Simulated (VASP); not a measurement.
# BAs (F-43m) in VASP: G0W0 quasiparticle levels with LDA

Aim: the G0W0 quasiparticle levels of BAs with LDA.

Program: VASP 6.6.1. These are calculated values, not measurements. Logs are shortened: lines on timing, memory, paths and dates and some standing lists are left out, and cuts for length are marked.

### Step 1. The cell of the first run

Symmetry: F-43m, No. 216, cubic system. Conventional cell: a = 4.777 Å, b = 4.777 Å, c = 4.777 Å, α = 90.00°, β = 90.00°, γ = 90.00°. Within 2.7 Å of B (site symmetry -43m) lie 4 As at 2.07 Å. Within 2.7 Å of As (site symmetry -43m) lie 4 B at 2.07 Å.

### Step 2. G0W0 quasiparticle levels, LDA

Input file POSCAR:

```
BAs
1.0
    3.3778490000      0.0000000000      0.0000000000
    1.6889245000      2.9253030441      0.0000000000
    1.6889245000      0.9751010147      2.7580021594
B As
1 1
Direct
    0.0000000000      0.0000000000      0.0000000000
    0.2500000000      0.2500000000      0.2500000000
```

Input file INCAR.step1:

```
SYSTEM = BAs
PREC     = Accurate       ! precision mode
ENCUT    = 500            ! plane-wave cutoff, eV
EDIFF    = 1E-8           ! SCF threshold, eV
ISMEAR   = 0              ! smearing method
SIGMA    = 0.01           ! smearing width, eV
LREAL    = .FALSE.        ! projectors in reciprocal space
LASPH    = .TRUE.         ! aspherical terms in the spheres
NELM     = 80             ! most SCF steps
ALGO     = Normal         ! electronic algorithm
LWAVE    = .TRUE.         ! write WAVECAR
LCHARG   = .FALSE.        ! write CHGCAR
GGA      = CA             ! functional
```

Input file INCAR.step2:

```
SYSTEM = BAs
PREC     = Accurate       ! precision mode
ENCUT    = 500            ! plane-wave cutoff, eV
EDIFF    = 1E-8           ! SCF threshold, eV
ISMEAR   = 0              ! smearing method
SIGMA    = 0.01           ! smearing width, eV
LREAL    = .FALSE.        ! projectors in reciprocal space
LASPH    = .TRUE.         ! aspherical terms in the spheres
NELM     = 1              ! most SCF steps
ALGO     = Exact          ! electronic algorithm
LWAVE    = .TRUE.         ! write WAVECAR
LCHARG   = .FALSE.        ! write CHGCAR
GGA      = CA             ! functional
NBANDS   = 44             ! bands
LOPTICS  = .TRUE.         ! frequency-dependent dielectric function
ISTART   = 1
```

Input file INCAR.step3:

```
SYSTEM = BAs
PREC     = Accurate       ! precision mode
ENCUT    = 500            ! plane-wave cutoff, eV
EDIFF    = 1E-8           ! SCF threshold, eV
ISMEAR   = 0              ! smearing method
SIGMA    = 0.01           ! smearing width, eV
LREAL    = .FALSE.        ! projectors in reciprocal space
LASPH    = .TRUE.         ! aspherical terms in the spheres
ALGO     = EVGW0          ! electronic algorithm
LWAVE    = .FALSE.        ! write WAVECAR
LCHARG   = .FALSE.        ! write CHGCAR
GGA      = CA             ! functional
NELMGW   = 1            
NBANDS   = 44             ! bands
ENCUTGW  = 100.0          ! cutoff of the response function
NOMEGA   = 96             ! frequency points
PRECFOCK = Fast         
ISTART   = 1            
NBANDSGW = 12           
OMEGAMAX = 30
```

Input file KPOINTS:

```
regular mesh
0
G
  6 6 6
  0 0 0
```

Potentials or basis: VASP PAW LDA potentials, release 64 (B_GW, As_GW).

Run with:

```console
cat potpaw_LDA.64/B_GW/POTCAR potpaw_LDA.64/As_GW/POTCAR > POTCAR
cp INCAR.step1 INCAR
mpirun -np 1 vasp_std > vasp.out
cp INCAR.step2 INCAR
mpirun -np 1 vasp_std > vasp.out
cp INCAR.step3 INCAR
mpirun -np 1 vasp_std > vasp.out
```

OUTCAR:

```text
SYSTEM = BAs
   PREC = Accurate
   ENCUT = 500
   EDIFF = 1E-8
   ISMEAR = 0
   LREAL = .FALSE.
   LASPH = .TRUE.
   GGA = CA
   NELMGW = 1
   ENCUTGW = 100.0
   PRECFOCK = Fast
   ISTART = 1

 ion  position               nearest neighbor table
   1  0.000  0.000  0.000-   2 2.07   2 2.07   2 2.07   2 2.07
   2  0.250  0.250  0.250-   1 2.07   1 2.07   1 2.07   1 2.07

  LATTYP: Found a face centered cubic cell.
 ALAT       =     4.7769998674

  Lattice vectors:

 A1 = (   3.3778490000,   0.0000000000,   0.0000000000)
 A2 = (   1.6889245000,   2.9253030441,   0.0000000000)
 A3 = (   1.6889245000,   0.9751010147,   2.7580021594)

Analysis of symmetry for initial positions (statically):
=====================================================================
 Subroutine PRICEL returns:
 Original cell was already a primitive cell.

 Routine SETGRP: Setting up the symmetry group for a
 face centered cubic supercell.

 Subroutine GETGRP returns: Found 24 space group operations
 (whereof 24 operations were pure point group operations)
 out of a pool of 48 trial point group operations.

The static configuration has the point symmetry T_d .

Analysis of symmetry for dynamics (positions and initial velocities):
=====================================================================
 Subroutine PRICEL returns:
 Original cell was already a primitive cell.

 Routine SETGRP: Setting up the symmetry group for a
 face centered cubic supercell.

 Subroutine GETGRP returns: Found 24 space group operations
 (whereof 24 operations were pure point group operations)
 out of a pool of 48 trial point group operations.

The dynamic configuration has the point symmetry T_d .

 Subroutine INISYM returns: Found 24 space group operations
 (whereof 24 operations are pure point group operations),
 and found     1 'primitive' translations

----------------------------------------------------------------------------------------

[... 81 lines left out ...]
   ENCUT  =  500.0 eV  36.75 Ry    6.06 a.u.   6.16  6.16  6.16*2*pi/ulx,y,z
   NELM   =     60;   NELMIN=  2; NELMDL=  0     # of ELM steps
   EDIFF  = 0.1E-07   stopping-criterion for ELM
   LREAL  =      F    real-space projection
   EDIFFG = 0.1E-06   stopping-criterion for IOM
   NSW    =      0    number of steps for IOM
   IBRION =     -1    ionic relax: 0-MD 1-quasi-New 2-CG
   NFREE  =      0    steps in history (QN), initial steepest desc. (CG)
   ISIF   =      0    stress and relaxation
   ISYM   =      3    0-nonsym 1-usesym 2-fastsym
   POTIM  = 0.5000    time-step for ionic-motion
   TEBEG  =    0.0;   TEEND  =   0.0 temperature during run
   PSTRESS=    0.0 pullay stress
   NELECT =       8.0000    total number of electrons
   NUPDOWN=      -1.0000    fix difference up-down
   EMIN   =  10.00;   EMAX   =-10.00  energy-range for DOS
   EFERMI =   0.00;   METHOD = LEGACY
   ISMEAR =     0;   SIGMA  =   0.01  broadening in eV -4-tet -1-fermi 0-gaus
   EFERMI_NEDOS =   21; number of points for ismear=-14 and -15
   IALGO  =     38    algorithm
   IMIX   =      4    mixing-type and parameters
     AMIX     =   0.40;   BMIX     =  1.00
     AMIX_MAG =   1.60;   BMIX_MAG =  1.00
  volume/ion in A,a.u.               =      13.63        91.95
  Fermi-wavevector in a.u.,A,eV,Ry     =   1.088018  2.056057 16.106361  1.183784
  Thomas-Fermi vector in A             =   2.224191
   LORBIT       =      0    0 simple, 1 ext, 2 COOP (PROOUT), +10 PAW based schemes
   GGA     = CA    functional components
   LHFCALC =     T    Hartree Fock is set to
   PRECFOCK=fast      Normal, Fast or Accurate (Low or Medium for compatibility)
   ENCUT4O =  -1.0   cutoff for four orbital integrals eV
   NKREDX  =     1    reduce k-point grid by
   NKREDY  =     1    reduce k-point grid by
   NKREDZ  =     1    reduce k-point grid by
   AEXX    =    1.0000 exact exchange contribution
   HFSCREEN=    0.0000 screening length (either q_TF or 0.3 A-1)
   HFSCREENC=   0.0000 screening length for correlation (either q_TF or 0.3 A-1)
   ENCUTFOCK=  -1.0 apply spherical cutoff to Coloumb kernel
   IVDW    =     0    specifies the selected vdW correction
   LEPSILON=     F    determine dielectric tensor
   LRPA    =     F    only Hartree local field effects (RPA)
   LRPAFORCE           =     F    calculate RPA forces
   ENCUTGW             = 100.0    cutoff for response function in eV
   ENCUTGWSOFT         =  80.0    soft cutoff for Coulomb kernel in GW response function in eV
   ENCUTLF             =  -1.0    cutoff for local field effects
   NELMGW              =     1    number of iterations in solving QP/BSE equation
   NELMHF              =     1    number of iterations in the inner HF iteration
   NKREDLFX            =     1    NKREDLFY  =   1   NKREDLFZ  =   1
 non-spin polarized calculation
 Gauss-broadening in eV      SIGMA  =   0.01
  energy-cutoff  :      500.00
  volume of cell :       27.25
 maximum number of plane-waves:       701
 NGX is ok and might be reduce to    28
  NGX = 14; NGY = 14; NGZ = 14
   NGX = 13   NGY = 13   NGZ = 13
 maximum number of plane-waves:        70
 NGX is ok and might be reduce to    14

 QP shifts <psi_nk| G(iteration)W_0 |psi_nk>: iteration 1
 for sc-GW calculations column KS-energies equals QP-energies in previous step
 and V_xc(KS)=  KS-energies - (<T + V_ion + V_H > + <T+V_H+V_ion>^1  + <V_x>^1)

 k-point   1 :       0.0000    0.0000    0.0000
  band No.  KS-energies  QP-energies   sigma(KS)   V_xc(KS)     V^pw_x(r,r')   Z            occupation Imag(sigma)

      1      -9.1809      -9.5604     -12.4246     -11.8819     -19.5834       0.6993       2.0000       1.2420
      2       6.1999       6.2039     -12.8155     -12.8205     -13.9592       0.7910       2.0000       0.0417
      3       6.1999       6.2039     -12.8155     -12.8205     -13.9592       0.7910       2.0000       0.0417
      4       6.1999       6.2039     -12.8155     -12.8205     -13.9592       0.7910       2.0000       0.0417
      5       9.4477      10.2282     -10.6854     -11.6770      -6.7646       0.7871       0.0000      -0.0776
      6       9.4477      10.2282     -10.6854     -11.6770      -6.7646       0.7871       0.0000      -0.0776
      7       9.4477      10.2282     -10.6854     -11.6770      -6.7646       0.7871       0.0000      -0.0776
      8      10.8759      11.8802     -11.4587     -12.7787      -6.6309       0.7609       0.0000      -0.1122
      9      15.5439      16.1161      -8.7141      -9.4480      -3.1529       0.7796       0.0000      -0.2624
     10      19.2291      19.6811      -9.9820     -10.5622      -4.3719       0.7790       0.0000      -0.3646
     11      19.2291      19.6811      -9.9820     -10.5622      -4.3719       0.7790       0.0000      -0.3646
     12      20.4501      20.9499      -8.7559      -9.3982      -2.5342       0.7782       0.0000      -0.5642
[... 228 lines left out ...]
      1      -4.9236      -5.0155     -12.7620     -12.6363     -18.2767       0.7308       2.0000       0.6454
      2      -1.8903      -2.3413     -12.7165     -12.0890     -17.3913       0.7188       2.0000       0.3669
      3       1.0345       0.7726     -11.9025     -11.5552     -14.7358       0.7541       2.0000       0.1278
      4       1.2265       0.9698     -11.9114     -11.5712     -14.6665       0.7546       2.0000       0.1225
      5       9.9377      10.4912     -10.1323     -10.8393      -5.7450       0.7829       0.0000      -0.0932
      6      10.0960      10.8454     -10.1415     -11.0965      -5.7166       0.7848       0.0000      -0.0948
      7      14.7951      15.5732     -10.7927     -11.8332      -4.9433       0.7478       0.0000      -0.2664
      8      14.9744      15.8555     -10.5612     -11.7262      -4.8224       0.7563       0.0000      -0.2624
      9      18.3459      19.2363     -10.9530     -12.1568      -4.1645       0.7396       0.0000      -0.5095
     10      21.7234      22.6387     -10.8417     -12.0529      -4.1485       0.7558       0.0000      -0.7587
     11      21.9387      22.5386      -9.9869     -10.7750      -3.3531       0.7611       0.0000      -0.6661
     12      24.8988      25.6967     -10.1524     -11.2070      -3.4266       0.7566       0.0000      -0.9392
```

OUTCAR.step1:

```text
SYSTEM = BAs
   PREC = Accurate
   ENCUT = 500
   EDIFF = 1E-8
   ISMEAR = 0
   LREAL = .FALSE.
   LASPH = .TRUE.
[... 386 lines left out ...]
      0.00000      0.00000      0.00000         0.000000      0.000000      0.000000
      1.68892      0.97510      0.68950        -0.000000     -0.000000     -0.000000
 -----------------------------------------------------------------------------------
    total drift:                               -0.000000     -0.000000     -0.000000

  FREE ENERGIE OF THE ION-ELECTRON SYSTEM (eV)
  ---------------------------------------------------
  free  energy   TOTEN  =       -12.9145699059 eV

  energy  without entropy=      -12.9145699059  energy(sigma->0) =      -12.91456991
```

OUTCAR.step2:

```text
SYSTEM = BAs
   PREC = Accurate
   ENCUT = 500
   EDIFF = 1E-8
[... 850 lines left out ...]
  --------------------------------------------------------------------------------------------------------------
     0.00000    11.64023    11.64023    11.64023     0.00000    -0.00000    -0.00000
     0.96715    12.04614    12.04614    12.04614     0.00000    -0.00000    -0.00000
     1.93430    13.56441    13.56441    13.56441     0.00000    -0.00000    -0.00000
     2.90145    18.34017    18.34017    18.34017     0.00000    -0.00000    -0.00000
     3.86859    27.09946    27.09946    27.09946     0.00000    -0.00000    -0.00000
     4.83574    11.73021    11.73021    11.73021     0.00000    -0.00000    -0.00000
[... 92 lines left out ...]
    94.78055     0.95189     0.95189     0.95189    -0.00000     0.00000     0.00000
    95.74770     0.95290     0.95290     0.95290    -0.00000     0.00000     0.00000
```

Run time: 87 s. Hardware: 1 thread of Intel Xeon Platinum 8488C (Sapphire Rapids), shared host; peak memory 0.33 GiB.

What came out:

```
Quasiparticle gap                                   : 1.76 eV
Least direct quasiparticle gap                      : 4.02 eV
Band gap of the starting levels on the mesh         : 1.22 eV
Least direct gap of the starting levels on the mesh : 3.25 eV
```

Caveat: the k points lie up to 0.38 Å⁻¹ apart; bands, screening cutoff and mesh are small and nothing is extrapolated, so the quasiparticle values aren't converged.
